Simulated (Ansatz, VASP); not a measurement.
**Two plane-wave programs on Sb**

File INCAR:

```
SYSTEM = Sb
ALGO = Normal
EDIFF = 1E-8
ENCUT = 520
ISIF = 2
ISMEAR = -1
LASPH = .TRUE.
LCHARG = .FALSE.
LEFG = .TRUE.
LREAL = .FALSE.
LWAVE = .FALSE.
NBANDS = 12
NELM = 100
PREC = Accurate
SIGMA = 0.03
```

The input KPOINTS:

```
k-points
0
G
  12 12 12
  0 0 0
```

The input POSCAR:

```
Sb
1.0
    2.1506003320      1.2416496806      3.8188800000
   -2.1506003320      1.2416496806      3.8188800000
    0.0000000000     -2.4832993611      3.8188800000
Sb
2
Direct
    0.2336400000      0.2336400000      0.2336400000
    0.7663600000      0.7663600000      0.7663600000
```

Input for Ansatz:

```yaml
crystal:
  lattice:
    - [2.150600332, 1.2416496806, 3.81888]
    - [-2.150600332, 1.2416496806, 3.81888]
    - [0.0, -2.4832993611, 3.81888]
  atoms:
    - { symbol: Sb, position: [0.23364, 0.23364, 0.23364] }
    - { symbol: Sb, position: [0.76636, 0.76636, 0.76636] }
kpoints:
  mp_grid: { grid: [12, 12, 12] }
scf:
  occupations: { method: fermi_dirac, width: 0.03 }
hamiltonian:
  xc: lda
  pseudopotentials: { kind: paw }
output:
  forces: true
  stress: true
  eigenvalues: true
  efg: { contact_densities: true }
```

Change from the starting cell: zz strain of +2 %, PAW files.

Alike in both runs: task electric field gradients; functional LDA; k mesh 12 × 12 × 12; occupations fermi-dirac, width 0.03 eV; no spin polarisation.

|  | VASP | Ansatz |
| --- | --- | --- |
| version | VASP 6.6.1 | Ansatz 0.2.0 |
| potentials or method | VASP PAW LDA potentials, release 64 (Sb) | PAW with Ansatz's default frozen-core files, scalar-relativistic |
| plane-wave cutoff (eV) | 520 | 420 |
| valence electrons in the cell | 10 | 30 |

```tsv
	VASP	Ansatz	Ansatz less VASP
pressure (GPa)	-1.5	-1.8	-0.25
traceless stress, the component that is largest in VASP (GPa)	-0.73	-0.67	+0.067
rms of the force components (eV/Å)	0.001	0.039	+0.0385
size of Vzz on the site where it differs most (V/Å²)	37.0	40.3	+3.29
```

LDA's correlation is that of Perdew and Zunger in VASP and of Perdew and Wang (1992) in Ansatz. Atom by atom the forces differ by 0.039 eV/Å (rms over components). VASP's potentials hold 10 valence electrons a cell and Ansatz's 30, so a difference there can come from the potentials and not from the codes.

Neither program's run includes spin-orbit coupling.
